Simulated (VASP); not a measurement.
A run of VASP 6.6.1 is set up as follows.

File INCAR:

```
SYSTEM = Be2H
  PREC = Accurate
  ENCUT = 600
  EDIFF = 1E-6
  ISMEAR = 0
  SIGMA = 0.1
  LREAL = .False.
  LASPH = .True.
  NELM = 100
  ALGO = Normal
  ISIF = 3
  LWAVE = .False.
  LCHARG = .False.
  GGA = PE
  IBRION = 2
  NSW = 100
  EDIFFG = -0.01
```

File KPOINTS:

```
Automatic mesh
0
Gamma
  10 10 10
  0 0 0
```

The input POSCAR:

```
Be2H
1.0
    4.0086162748      0.0000000000      0.0000000000
    0.0000000000      4.0086162748      0.0000000000
    0.0000000000      0.0000000000      3.6351890604
Be H
4 2
Direct
    0.2500000000      0.7500000000      0.0000000000
    0.7500000000      0.2500000000      0.0000000000
    0.7500000000      0.7500000000      0.0000000000
    0.2500000000      0.2500000000      0.0000000000
    0.5000000000      0.0000000000      0.2335224488
    0.0000000000      0.5000000000      0.7664775512
```

Potentials or basis: VASP PAW PBE potentials, release 64 (Be, H).

Launch:

```sh
$ cat potpaw_PBE.64/Be/POTCAR potpaw_PBE.64/H/POTCAR > POTCAR
$ mpirun -np 1 vasp_std > vasp.out
```

Question: What does it give for the relaxed cell?

Answer: a = 4.002 Å, b = 4.002 Å, c = 3.650 Å, α = 90.00°, β = 90.00°, γ = 90.00°.

Question: What does it give for the space group after relaxing (to 0.1 Å)?

Answer: P4/nmm (No. 129).

Question: Estimate the band gap on the k mesh.

Answer: Zero (bands 5 and 6 overlap by 3.56 eV).

Forces on the atoms (eV/Å):
```
Be   0.000  0.000  0.000
Be   0.000  0.000  0.000
Be   0.000  0.000  0.000
Be   0.000  0.000  0.000
H    0.000  0.000  0.005
H    0.000  0.000 -0.005
```
